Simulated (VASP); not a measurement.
A run of VASP 6.6.1:

The input INCAR:

```
PREC = Accurate ; ENCUT = 520
EDIFF = 1E-6 ; ISMEAR = -1
SIGMA = 0.08 ; LREAL = False
LASPH = True ; NELM = 100
ALGO = Normal ; ISIF = 2
LWAVE = False ; LCHARG = False
GGA = CA ; ISYM = 0
NBANDS = 14
```

File KPOINTS:

```
regular mesh
0
Gamma
  10 10 10
```

File POSCAR:

```
Na
1.0
    0.0000000000      3.3781102118      3.3781102118
    3.3781102118      0.0000000000      3.3781102118
    3.3781102118      3.3781102118      0.0000000000
Na
2
Direct
   -0.1250000000     -0.1250000000     -0.1250000000
    0.1250000000      0.1250000000      0.1250000000
```

Potentials or basis: VASP PAW LDA potentials, release 64 (Na_pv).

Launch:

```bash
$ cat potpaw_LDA.64/Na_pv/POTCAR > POTCAR
$ mpirun -np 1 vasp_std > vasp.out
```

Hardware: 1 thread of Oxide Virtual Turin-like Processor, with other jobs on the host.

**Question.** How long does it take, and how much memory?

**Answer.** Run time: 9.7 min on 1 thread of Oxide Virtual Turin-like Processor, on a shared host, peak memory 0.44 GiB. Counts: scf iterations 9, k points 504.
